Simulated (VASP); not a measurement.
# HfSi2 in VASP: single point with PBE

Aim: the single point of HfSi2 with PBE.

Program: VASP 6.6.1. These are calculated values, not measurements. Logs are shortened: lines on timing, memory, paths and dates and some standing lists are left out, and cuts for length are marked.

**1. The cell of the first run**

The cell holds a slab with vacuum, 24 atoms: a = 3.682 Å, b = 7.526 Å, c = 27.807 Å, α = 90.00°, β = 90.00°, γ = 104.16°.

**2. Single point, PBE**

Input file INCAR:

```
PREC = Accurate ; ENCUT = 520
EDIFF = 1E-6 ; ISMEAR = 0
SIGMA = 0.1 ; LREAL = Auto
LASPH = True ; NELM = 60
ALGO = Fast ; ISIF = 2
LWAVE = False ; LCHARG = False
LDIPOL = True ; IDIPOL = 3
DIPOL = 0.5 0.5 0.500 ; GGA = PE
ISYM = 0 ; NBANDS = 90
```

Input file KPOINTS:

```
regular mesh
0
Gamma
  10 5 1
```

Input file POSCAR:

```
HfSi2
1.0
    3.6821236449      0.0000000000      0.0000000000
   -1.8410618225      7.2974624633      0.0000000000
    0.0000000000      0.0000000000     27.8071161769
Hf Si
8 16
Direct
    0.1033480454      0.2069228212      0.2732157260
    0.8979678265      0.7960540753      0.3330080859
    0.1051894859      0.2104875910      0.4016874896
    0.8956026517      0.7911115656      0.4670568066
    0.1043973659      0.2088884656      0.5329431903
    0.8948105207      0.7895124216      0.5983125072
    0.1020321649      0.2039459098      0.6669919276
    0.8966519421      0.7930771613      0.7267842649
    0.7470932722      0.4946329702      0.2718400595
    0.4625456706      0.9251683446      0.2648641249
    0.2505011120      0.5012577973      0.3327400046
    0.5534461055      0.1071022469      0.3360068055
    0.7510065783      0.5018210726      0.4007646356
    0.4442001982      0.8886338795      0.4005201114
    0.2502321724      0.5002597587      0.4664275897
    0.5530506292      0.1062032216      0.4668066483
    0.7497678478      0.4997402737      0.5335724076
    0.4469493957      0.8937968255      0.5331933486
    0.2489934291      0.4981789368      0.5992353639
    0.5557998214      0.1113661572      0.5994798916
    0.7494988723      0.4987421718      0.6672599877
    0.4465538895      0.8928977459      0.6639931967
    0.2529067183      0.5053670130      0.7281599416
    0.5374542845      0.0748315730      0.7351358846
```

Potentials or basis: VASP PAW PBE potentials, release 64 (Hf_pv, Si).

Started as:

```bash
> cat potpaw_PBE.64/Hf_pv/POTCAR potpaw_PBE.64/Si/POTCAR > POTCAR
> mpirun -np 1 vasp_std > vasp.out
```

OUTCAR:

```text
PREC = Accurate
   ENCUT = 520
   EDIFF = 1E-6
   ISMEAR = 0
   LREAL = Auto
   LASPH = True
   NELM = 60
   ISIF = 2
   GGA = PE
   ISYM = 0

 ion  position               nearest neighbor table
   1  0.103  0.207  0.273-  12 2.64  12 2.64  11 2.71  10 2.77  10 2.77   9 2.79   9 2.79   2 3.43
                             3 3.57
   2  0.898  0.796  0.333-  14 2.71  14 2.71   9 2.78  10 2.80  10 2.81  11 2.83  11 2.83  13 2.86
                            12 2.92  12 2.92   1 3.43   3 3.58   4 3.73
   3  0.105  0.210  0.402-  16 2.69  16 2.69  12 2.70  12 2.70  15 2.78  13 2.81  13 2.81  11 2.86
                            14 2.98  14 2.98   4 3.56   1 3.57   2 3.58   5 3.65
   4  0.896  0.791  0.467-  14 2.70  14 2.71  18 2.71  18 2.71  13 2.80  15 2.81  15 2.81  17 2.82
                            16 2.95  16 2.95   5 3.56   3 3.56   6 3.65   2 3.73
   5  0.104  0.209  0.533-  20 2.70  20 2.71  16 2.71  16 2.71  19 2.80  17 2.81  17 2.81  15 2.82
                            18 2.95  18 2.95   4 3.56   6 3.56   3 3.65   7 3.73
   6  0.895  0.790  0.598-  18 2.69  18 2.69  22 2.70  22 2.70  17 2.78  19 2.81  19 2.81  21 2.86
                            20 2.98  20 2.98   5 3.56   8 3.57   7 3.58   4 3.65
   7  0.102  0.204  0.667-  20 2.71  20 2.71  23 2.78  24 2.80  24 2.81  21 2.83  21 2.83  19 2.86
                            22 2.92  22 2.92   8 3.43   6 3.58   5 3.73
   8  0.897  0.793  0.727-  22 2.64  22 2.64  21 2.71  24 2.77  24 2.77  23 2.79  23 2.79   7 3.43
                             6 3.57
   9  0.747  0.495  0.272-  11 2.50  11 2.50   2 2.78   1 2.79   1 2.79
  10  0.463  0.925  0.265-  12 2.38   1 2.77   1 2.77   2 2.80   2 2.81
  11  0.251  0.501  0.333-   9 2.50   9 2.50  13 2.64  13 2.64   1 2.71   2 2.83   2 2.83   3 2.86
[... 23 lines left out ...]
  23  0.253  0.505  0.728-  21 2.50  21 2.50   7 2.78   8 2.79   8 2.79
  24  0.537  0.075  0.735-  22 2.38   8 2.77   8 2.77   7 2.80   7 2.81

IMPORTANT INFORMATION: All symmetrisations will be switched off!
NOSYMM: (Re-)initialisation of all symmetry stuff for point group C_1.

----------------------------------------------------------------------------------------

                                     Primitive cell

  volume of cell :     747.1816

  direct lattice vectors                    reciprocal lattice vectors
     3.682123645  0.000000000  0.000000000     0.271582406  0.068516968  0.000000000
    -1.841061822  7.297462463  0.000000000     0.000000000  0.137033935  0.000000000
     0.000000000  0.000000000 27.807116177     0.000000000  0.000000000  0.035962018

  length of vectors
     3.682123645  7.526118989 27.807116177     0.280092089  0.137033935  0.035962018

  position of ions in fractional coordinates (direct lattice)
     0.103348045  0.206922821  0.273215726
     0.897967827  0.796054075  0.333008086
     0.105189486  0.210487591  0.401687490
     0.895602652  0.791111566  0.467056807
     0.104397366  0.208888466  0.532943190
     0.894810521  0.789512422  0.598312507
[... 16 lines left out ...]
     0.252906718  0.505367013  0.728159942
     0.537454285  0.074831573  0.735135885

  ion indices of the primitive-cell ions
   primitive index   ion index
                 1           1
                 2           2
                 3           3
                 4           4
                 5           5
                 6           6
[... 16 lines left out ...]
                23          23
                24          24

----------------------------------------------------------------------------------------

 KPOINTS: regular mesh

Automatic generation of k-mesh.
 Grid dimensions read from file:
 generate k-points for:   10    5    1

 Generating k-lattice:

  Cartesian coordinates                     Fractional coordinates (reciprocal lattice)
     0.027158241  0.006851697  0.000000000     0.100000000  0.000000000  0.000000000
     0.000000000  0.027406787  0.000000000     0.000000000  0.200000000  0.000000000
     0.000000000  0.000000000  0.035962018     0.000000000  0.000000000  1.000000000

  Length of vectors
     0.028009209  0.027406787  0.035962018

  Shift w.r.t. Gamma in fractional coordinates (k-lattice)
     0.000000000  0.000000000  0.000000000

 -----------------------------------------------------------------------------
|                                                                             |
|           W    W    AA    RRRRR   N    N  II  N    N   GGGG   !!!           |
|           W    W   A  A   R    R  NN   N  II  NN   N  G    G  !!!           |
|           W    W  A    A  R    R  N N  N  II  N N  N  G       !!!           |
|           W WW W  AAAAAA  RRRRR   N  N N  II  N  N N  G  GGG   !            |
|           WW  WW  A    A  R   R   N   NN  II  N   NN  G    G                |
[... 17 lines left out ...]

 Found     26 irreducible k-points:

 Following reciprocal coordinates:
            Coordinates               Weight
  0.000000  0.000000  0.000000      1.000000
  0.100000 -0.000000  0.000000      2.000000
  0.200000 -0.000000  0.000000      2.000000
  0.300000  0.000000  0.000000      2.000000
  0.400000 -0.000000  0.000000      2.000000
  0.500000 -0.000000  0.000000      1.000000
[... 16 lines left out ...]
 -0.400000  0.400000  0.000000      2.000000
 -0.300000  0.400000  0.000000      2.000000
 [... further k-points ...]
   k-points           NKPTS =     26   k-points in BZ     NKDIM =     26   number of bands    NBANDS=     90
   number of dos      NEDOS =    301   number of ions     NIONS =     24
   total plane-waves  NPLWV = 329280
   dimension x,y,z NGX =    28 NGY =   56 NGZ =  210
   dimension x,y,z NGXF=    56 NGYF=  112 NGZF=  420
   ions per type =               8  16
   NGX,Y,Z   is equivalent  to a cutoff of  12.64, 12.37, 12.55 a.u.
   NGXF,Y,Z  is equivalent  to a cutoff of  25.28, 24.74, 25.11 a.u.
 SYSTEM =  unknown system
   PREC   = accura    normal or accurate (medium, high low for compatibility)
   ISTART =      0    job   : 0-new  1-cont  2-samecut
   ICHARG =      2    charge: 1-file 2-atom 10-const
   ISPIN  =      1    spin polarized calculation?
   LNONCOLLINEAR =      F non collinear calculations
   LSORBIT =      F    spin-orbit coupling
   LASPH  =      T    aspherical Exc in radial PAW
   ENCUT  =  520.0 eV  38.22 Ry    6.18 a.u.   6.85 13.99 51.70*2*pi/ulx,y,z
   NELM   =     60;   NELMIN=  2; NELMDL= -5     # of ELM steps
   EDIFF  = 0.1E-05   stopping-criterion for ELM
   LREAL  =      T    real-space projection
   EDIFFG = 0.1E-04   stopping-criterion for IOM
   NSW    =      0    number of steps for IOM
   IBRION =     -1    ionic relax: 0-MD 1-quasi-New 2-CG
   NFREE  =      0    steps in history (QN), initial steepest desc. (CG)
   ISIF   =      2    stress and relaxation
   ISYM   =      0    0-nonsym 1-usesym 2-fastsym
   POTIM  = 0.5000    time-step for ionic-motion
   TEBEG  =    0.0;   TEEND  =   0.0 temperature during run
   PSTRESS=    0.0 pullay stress
   NELECT =     144.0000    total number of electrons
   NUPDOWN=      -1.0000    fix difference up-down
   EMIN   =  10.00;   EMAX   =-10.00  energy-range for DOS
   EFERMI =   0.00;   METHOD = LEGACY
   ISMEAR =     0;   SIGMA  =   0.10  broadening in eV -4-tet -1-fermi 0-gaus
   EFERMI_NEDOS =   21; number of points for ismear=-14 and -15
   IALGO  =     68    algorithm
   IMIX   =      4    mixing-type and parameters
     AMIX     =   0.40;   BMIX     =  1.00
     AMIX_MAG =   1.60;   BMIX_MAG =  1.00
  volume/ion in A,a.u.               =      31.13       210.09
  Fermi-wavevector in a.u.,A,eV,Ry     =   0.945628  1.786978 12.166494  0.894212
  Thomas-Fermi vector in A             =   2.073548
   LORBIT       =      0    0 simple, 1 ext, 2 COOP (PROOUT), +10 PAW based schemes
   GGA     = PE    functional components
   LHFCALC =     F    Hartree Fock is set to
   AEXX    =    0.0000 exact exchange contribution
   IVDW    =     0    specifies the selected vdW correction
   LEPSILON=     F    determine dielectric tensor
   LRPA    =     F    only Hartree local field effects (RPA)
 non-spin polarized calculation
 RMM-DIIS sequential band-by-band and
 Gauss-broadening in eV      SIGMA  =   0.10
  energy-cutoff  :      520.00
  volume of cell :      747.18
 maximum number of plane-waves:     20176
   NGX = 13   NGY = 27   NGZ =103

 dipolmoment           0.000000      0.000000      0.000079 electrons x Angstroem

 number of electron     144.0000002 magnetization

 dipolmoment           0.000000      0.000000     -0.000009 electrons x Angstroem

 Free energy of the ion-electron system (eV)
  ---------------------------------------------------
  ext. energy  EPLUGINS =         0.00000000
  ---------------------------------------------------
  free energy    TOTEN  =      -174.94721058 eV

  energy without entropy =     -174.91586707  energy(sigma->0) =     -174.93153883

 E-fermi :   2.1877     XC(G=0):  -6.7102

 val. band max:        2.1835909007   @ k =   0.0000   0.0000   0.0000
 cond. band min:       2.2015864206   @ k =  -0.2000   0.2000   0.0000
 fundamental gap:      0.0179955199
 Fermi energy:         2.1876555040

 k-point     1 :       0.0000    0.0000    0.0000
  band No.  band energies     occupation
      1     -28.8237      2.00000
      2     -28.8237      2.00000
      3     -28.5209      2.00000
      4     -28.5209      2.00000
      5     -28.5078      2.00000
      6     -28.5078      2.00000
[... 2077 lines left out ...]
     83       4.0524      0.00000
     84       4.1658      0.00000

 [... further k-points ...]

 [bands above 84 left out]

------------------------ aborting loop because EDIFF is reached ----------------------------------------

 vacuum level on the upper side and lower side of the slab       (xc-potential included)        -0.159        -0.160

  FORCE on cell =-STRESS in cart. coord.  units (eV):
  Direction    XX          YY          ZZ          XY          YZ          ZX
  --------------------------------------------------------------------------------------
  -------------------------------------------------------------------------------------
  Total       -7.6679405     -6.4280920     -0.1217259     -0.0584505     -0.0040851      0.0012116
  in kB      -16.4423212    -13.7837210     -0.2610161     -0.1253350     -0.0087596      0.0025981
  external PRESSURE =     -10.1623528 kB  Pullay stress =       0.0000000 kB

 VOLUME and BASIS-vectors are now :
 -----------------------------------------------------------------------------
  energy-cutoff  :      520.00
  volume of cell :      747.18
      direct lattice vectors                 reciprocal lattice vectors
     3.682123645  0.000000000  0.000000000     0.271582406  0.068516968  0.000000000
    -1.841061822  7.297462463  0.000000000     0.000000000  0.137033935  0.000000000
     0.000000000  0.000000000 27.807116177     0.000000000  0.000000000  0.035962018

 POSITION                                       TOTAL-FORCE (eV/Angst)
 -----------------------------------------------------------------------------------
     -0.00042      1.51001      7.59734        -0.000832     -0.015037      0.003859
      1.84084      5.80917      9.25999        -0.000006      0.002558     -0.015482
     -0.00020      1.53603     11.16977        -0.000863     -0.004969     -0.001920
      1.84123      5.77311     12.98750         0.000866     -0.000121     -0.001294
     -0.00017      1.52436     14.81961        -0.000867      0.000147      0.001198
      1.84126      5.76144     16.63735         0.000866      0.004911      0.001794
[... 16 lines left out ...]
      0.00082      3.68790     20.24803         0.000049      0.006531     -0.019129
      1.84120      0.54608     20.44201        -0.001059     -0.024626     -0.006060
 -----------------------------------------------------------------------------------
    total drift:                               -0.000005      0.000135     -0.000622

  FREE ENERGIE OF THE ION-ELECTRON SYSTEM (eV)
  ---------------------------------------------------
  free  energy   TOTEN  =      -174.9472105775 eV

  energy  without entropy=     -174.9158670737  energy(sigma->0) =     -174.93153883

 vacuum level on the upper side and lower side of the slab         6.387         6.385
```

Run time: 1.5 h. Hardware: 1 thread of Oxide Virtual Turin-like, shared host; peak memory 1.3 GiB.

What came out:

| Property | Result |
| --- | --- |
| Free energy | -174.9472 eV |
| Largest force | 0.025 eV/Å |
| Band gap on the k mesh | zero (bands 72 and 73 overlap by 0.96 eV) |

Forces on the atoms (eV/Å):
```
Hf  -0.001 -0.015  0.004
Hf   0.000  0.003 -0.015
Hf  -0.001 -0.005 -0.002
Hf   0.001  0.000 -0.001
Hf  -0.001  0.000  0.001
Hf   0.001  0.005  0.002
Hf   0.000 -0.002  0.015
Hf   0.001  0.015 -0.004
Si   0.000 -0.007  0.019
Si   0.001  0.025  0.006
Si   0.000 -0.005 -0.008
Si   0.000 -0.012 -0.010
Si   0.000 -0.001  0.006
Si   0.000  0.021  0.002
Si   0.000  0.008 -0.001
Si   0.001 -0.020  0.003
Si   0.000 -0.008  0.001
Si  -0.001  0.020 -0.003
Si   0.000  0.001 -0.006
Si   0.000 -0.021 -0.002
Si   0.000  0.005  0.008
Si   0.000  0.012  0.010
Si   0.000  0.007 -0.019
Si  -0.001 -0.025 -0.006
```

Levels at points of the mesh, in eV from the Fermi level:
```csv
k point,band 70,band 71,band 72,band 73,band 74,band 75
"(0.00, 0.00, 0.00)",0.00,0.20,0.39,0.49,0.53,0.80
"(0.50, 0.00, 0.00)",-0.90,-0.73,-0.42,-0.02,0.50,0.91
```

Caveat: spin-orbit coupling is left out, which moves the levels of the heavy elements.
